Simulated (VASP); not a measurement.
Wanted: the native input for a VASP 6.6.1 run.

```
Task                   : relaxation of cell and atoms
Functional             : PBE
Potentials or basis    : VASP PAW PBE potentials, release 64 (C)
Cutoff                 : 600 eV
k mesh                 : 4 × 4 × 4
Occupations            : gaussian, width 0.1 eV
Spin                   : no spin polarisation
Dipole correction      : no
Further INCAR settings : ALGO = Normal; EDIFF = 1e-06; IBRION = 2; EDIFFG = -0.025; NSW = 80; ISIF = 3
```

The structure of C lies in POSCAR:

```
C
1.0
    3.5667823158     -0.0126842128      0.0390722118
   -0.0126842128      3.5002945931     -0.0166048476
    0.0473891678     -0.0201393746      4.4309494531
C
8
Direct
    0.7606402272      0.4740005482      0.1450398400
    0.5172622537      0.8122935007      0.7067811002
    0.5385366808      0.2046952174      0.6845860749
    0.7894695034      0.4588589992      0.8479152405
    0.2335293385      0.5596393954      0.8003017943
    0.2235111603      0.4916179816      0.1690574735
    0.4937833975      0.7790925776      0.3495249300
    0.4432674386      0.2198017800      0.2967935467
```

The input as run:

INCAR

```
ALGO = Normal
EDIFF = 1E-6
EDIFFG = -0.025
ENCUT = 600
GGA = PE
IBRION = 2
ISIF = 3
ISMEAR = 0
LASPH = True
LCHARG = False
LREAL = False
LWAVE = False
NELM = 80
NSW = 80
PREC = Accurate
SIGMA = 0.1
```

KPOINTS

```
k-points
0
Gamma
  4 4 4
```

Potentials or basis: VASP PAW PBE potentials, release 64 (C).

Launch:

```console
$ cat potpaw_PBE.64/C/POTCAR > POTCAR
$ mpirun -np 1 vasp_std > vasp.out
```

Results of the run:

```yaml
Relaxed_volume: 6.92 Å³/atom
Relaxed_cell: a = 3.574 Å, b = 3.574 Å, c = 4.335 Å, α = 90.00°, β = 89.99°, γ = 90.07°
Space_group_after_relaxing_to_0.05_Å: P4_2/mmc (No. 131)
Energy_gained_by_relaxing: 621.1 meV/atom
Ionic_steps: 22
Pressure_after_relaxing: 0.0 GPa
Largest_force_after_relaxing: 0.016 eV/Å
Band_gap_on_the_k_mesh: 1.72 eV, indirect (least direct gap 2.21 eV)
```

Caveat: the k points lie up to 0.44 Å⁻¹ apart in the final cell.

Wall time 6.2 min on 1 thread of Intel Xeon 6975P-C, on a shared host, peak memory 0.18 GiB.
